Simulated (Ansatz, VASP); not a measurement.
One calculation of Y, two programs

POSCAR

```
Y
1.0
   -1.9504544018      1.9504544018      1.9504544018
    1.9504544018     -1.9504544018      1.9504544018
    1.9504544018      1.9504544018     -1.9504544018
Y
1
Direct
    0.0000000000      0.0000000000      0.0000000000
```

File INCAR.step1:

```
SYSTEM = Y
PREC = Accurate
ENCUT = 520
ISMEAR = -1
SIGMA = 0.1
LREAL = .FALSE.
LASPH = .TRUE.
NELM = 80
NBANDS = 12
GGA = PE
ALGO = Normal
EDIFF = 1E-4
LWAVE = .TRUE.
LCHARG = .FALSE.
```

INCAR.step2

```
SYSTEM = Y
PREC = Accurate
ENCUT = 520
EDIFF = 1E-6
ISMEAR = -1
SIGMA = 0.1
LREAL = .FALSE.
LASPH = .TRUE.
NELM = 80
ALGO = Normal
ISIF = 2
LWAVE = .FALSE.
LCHARG = .FALSE.
METAGGA = R2SCAN
LMIXTAU = .TRUE.
NBANDS = 12
ISTART = 1
```

KPOINTS

```
Automatic mesh
0
G
  12 12 12
  0 0 0
```

Input for Ansatz:

```yaml
crystal:
  lattice:
    - [-1.9504544018, 1.9504544018, 1.9504544018]
    - [1.9504544018, -1.9504544018, 1.9504544018]
    - [1.9504544018, 1.9504544018, -1.9504544018]
  atoms:
    - { symbol: "Y", position: [0.0, 0.0, 0.0] }
hamiltonian:
  xc: r2scan
  pseudopotentials:
    kind: paw
    azcp:
      "Y": "pseudopotentials/Y.paw.azcp"
basis:
  ecutwfc: 500
  fft_grid_basis: typed
kpoints:
  mp_grid: { grid: [12, 12, 12], shift: [0, 0, 0] }
magnetization:
  spin_polarized: false
scf:
  occupations: { method: fermi_dirac, width: 0.1 }
  lower_state_search: "off"
output:
  stress: true
  write_density: true
  write_potential: true
  elf: true
  volumetric_format: npy
```

Alike in both runs: task single point; functional r2SCAN; k mesh 12 × 12 × 12; occupations fermi-dirac, width 0.1 eV; no spin polarisation.

|  | VASP | Ansatz |
| --- | --- | --- |
| version | VASP 6.6.1 | Ansatz 0.2.0 |
| potentials or method | VASP PAW PBE potentials, release 64 (Y_sv), cutoff 520 eV | plane waves (500 eV) with PAW, scalar-relativistic |
| valence electrons in the cell | 11 | 11 |

|  | VASP | Ansatz | Ansatz less VASP |
| --- | --- | --- | --- |
| pressure (GPa) | 6.1 | 6.0 | -0.12 |

VASP's potentials were made for PBE, not for r2SCAN.
